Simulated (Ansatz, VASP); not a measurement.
**Two plane-wave programs on K3Li3P2**

```xyz
8
Lattice="2.9480 1.7020 7.1787 -2.9480 1.7020 7.1787 0.0000 -3.4040 7.1787" Properties=species:S:1:pos:R:3 pbc="T T T"
K     0.0000    0.0000   10.7680
K     0.0000    0.0000    2.2157
K     0.0000    0.0000   19.3203
Li    0.0000    1.7020    7.1787
Li   -1.4740   -0.8510    7.1787
Li    1.4740   -0.8510    7.1787
P     0.0000    0.0000   16.0416
P     0.0000    0.0000    5.4944
```

Change from the starting cell: species swapped into the K3Cu3P2 type (R-3m, No. 166).

Alike in both runs: functional PBE; k mesh 6 × 6 × 6; occupations gaussian, width 0.02 eV; no spin polarisation.

Ansatz relaxed the structure, and its values are those at the end. VASP's run is a single point on that final structure, the one shown.

|  | VASP | Ansatz |
| --- | --- | --- |
| version | VASP 6.6.1 | Ansatz 0.2.0 |
| potentials or method | VASP PAW PBE potentials, release 64 (K_sv, Li_sv, P), cutoff 520 eV | scalar-relativistic, plane waves, PAW |
| valence electrons in the cell | 46 | 46 |

|  | VASP | Ansatz | Ansatz less VASP |
| --- | --- | --- | --- |
| gap on the k mesh at the Fermi level (eV) | 1.16 | 1.16 | -0.001 |
| least direct gap on the mesh (eV) | 1.33 | 1.33 | 0.000 |
| rms of the force components (eV/Å) | 0.004 | 0.001 | -0.0028 |

The functional is the same, so the differences come from potentials, cutoffs and numerics.

Noted on VASP's run: the cutoff is under 1.25 times that of the potentials, so the pressure is a little rough.
